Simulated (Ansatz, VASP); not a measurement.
## TaN: VASP beside Ansatz

Contents of INCAR:

```
SYSTEM = TaN
  ALGO = Normal
  EDIFF = 1E-6
  ENCUT = 520
  GGA = RP
  ISIF = 2
  ISMEAR = -1
  LASPH = .TRUE.
  LCHARG = .TRUE.
  LELF = .TRUE.
  LREAL = .FALSE.
  LVHAR = .TRUE.
  LWAVE = .FALSE.
  NBANDS = 15
  NELM = 80
  PREC = Accurate
  SIGMA = 0.15
```

Contents of KPOINTS:

```
k-points
0
G
  9 9 8
  0 0 0
```

POSCAR

```
TaN
1.0
    2.9861724963      0.0000000000      0.0000000000
   -1.4930862482      2.5861188903      0.0000000000
    0.0000000000      0.0000000000      2.9302706967
Ta N
1 1
Direct
    0.3333333333      0.6666666667      0.5000000000
    0.0000000000      0.0000000000      0.0000000000
```

Input for Ansatz:

```yaml
crystal:
  lattice:
    - [2.9861724963220397, 0.0, 0.0]
    - [-1.4930862481610199, 2.5861188902797134, 0.0]
    - [0.0, 0.0, 2.9302706966972227]
  atoms:
    - { symbol: Ta, position: [0.3333333333333333, 0.6666666666666666, 0.5] }
    - { symbol: "N", position: [0.0, 0.0, 0.0] }
accuracy: medium
kpoints:
  mp_grid:
    grid: [9, 9, 8]
hamiltonian:
  xc: rpbe
  pseudopotentials:
    kind: nc
scf:
  convergence:
    dr2_threshold: 1.0e-07
  occupations:
    method: fermi_dirac
    width: 0.15
output:
  stress: true
```

Alike in both runs: task single point; functional RPBE; k mesh 9 × 9 × 8; occupations fermi-dirac, width 0.15 eV; no spin polarisation.

|  | VASP | Ansatz |
| --- | --- | --- |
| version | VASP 6.6.1 | Ansatz 0.2.0 |
| potentials or method | VASP PAW PBE potentials, release 64 (Ta_pv, N) | plane waves, norm-conserving potentials |
| plane-wave cutoff (eV) | 520 | 1240 |
| valence electrons in the cell | 16 | 18 |

|  | VASP | Ansatz | Ansatz less VASP |
| --- | --- | --- | --- |
| pressure (GPa) | -6.1 | -7.0 | -0.98 |
| traceless stress, the component that is largest in VASP (GPa) | 0.20 | 0.12 | -0.088 |

VASP's potentials were made for PBE, not for RPBE. With one functional, cell and mesh, what is left measures potentials, basis and numerics. VASP's potentials hold 16 valence electrons a cell and Ansatz's 18, so a difference there can come from the potentials and not from the codes. Ansatz's warnings: near symmetry operations not taken, stress scf threshold loose.

Spin-orbit coupling is off throughout.
